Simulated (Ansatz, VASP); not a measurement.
**One calculation of C, two programs**

File INCAR:

```
PREC     = Accurate       # precision mode
ENCUT    = 520            # plane-wave cutoff, eV
EDIFF    = 1E-7           # SCF threshold, eV
ISMEAR   = 0              # smearing method
SIGMA    = 0.15           # smearing width, eV
LREAL    = False          # projectors in reciprocal space
LASPH    = True           # aspherical terms in the spheres
NELM     = 100            # most SCF steps
ALGO     = Normal         # electronic algorithm
ISIF     = 2              # what is computed and relaxed
LWAVE    = False          # write WAVECAR
LCHARG   = True           # write CHGCAR
GGA      = PE             # functional
LELF     = True           # ELF
LVHAR    = True         
NBANDS   = 16             # bands
```

File KPOINTS:

```
regular mesh
0
Gamma
  18 18 6
```

Contents of POSCAR:

```
C
1.0
    1.2332770792     -2.1360444277      0.0000000000
    1.2332770792      2.1360444277      0.0000000000
    0.0000000000      0.0000000000      8.7070252276
C
4
Direct
    0.1832839588      0.8167160412      0.7208807582
    0.4833817497      0.5166182503      0.2791187100
    0.8167160412      0.1832839588      0.2791192418
    0.5166182503      0.4833817497      0.7208812900
```

Input for Ansatz:

```yaml
crystal:
  lattice:
    - [1.2332770792, -2.1360444277, 0.0]
    - [1.2332770792, 2.1360444277, 0.0]
    - [0.0, 0.0, 8.7070252276]
  atoms:
    - { symbol: C, position: [0.1832839588, 0.8167160412, 0.7208807582] }
    - { symbol: C, position: [0.4833817497, 0.5166182503, 0.27911871] }
    - { symbol: C, position: [0.8167160412, 0.1832839588, 0.2791192418] }
    - { symbol: C, position: [0.5166182503, 0.4833817497, 0.72088129] }
basis:
  ecutwfc: 520.0
kpoints:
  mp_grid: { grid: [18, 18, 6] }
hamiltonian:
  xc: pbe
  pseudopotentials: { kind: paw, azcp: { folder: soft_1 } }
scf:
  occupations: { method: gaussian, width: 0.15 }
output:
  forces: true
  stress: true
  eigenvalues: true
```

Change from the starting cell: mode 1 frozen in at -0.427 Å and mode 6 at -0.256 Å (largest displacements).

Alike in both runs: task single point; functional PBE; k mesh 18 × 18 × 6; occupations gaussian, width 0.15 eV; no spin polarisation.

```csv
,VASP,Ansatz
version,VASP 6.6.1,Ansatz 0.2.0
potentials or method,"VASP PAW PBE potentials, release 64 (C), cutoff 520 eV","scalar-relativistic, plane waves, PAW"
valence electrons in the cell,16,16
```

```csv
,VASP,Ansatz,Ansatz less VASP
gap on the k mesh at the Fermi level (eV),0.03,0.03,0.000
least direct gap on the mesh (eV),0.03,0.03,0.000
pressure (GPa),0.4,0.0,-0.34
"traceless stress, the component that is largest in VASP (GPa)",-0.26,0.15,+0.412
rms of the force components (eV/Å),0.006,0.006,0.0000
```

Atom by atom the forces differ by 0.000 eV/Å (rms over components).
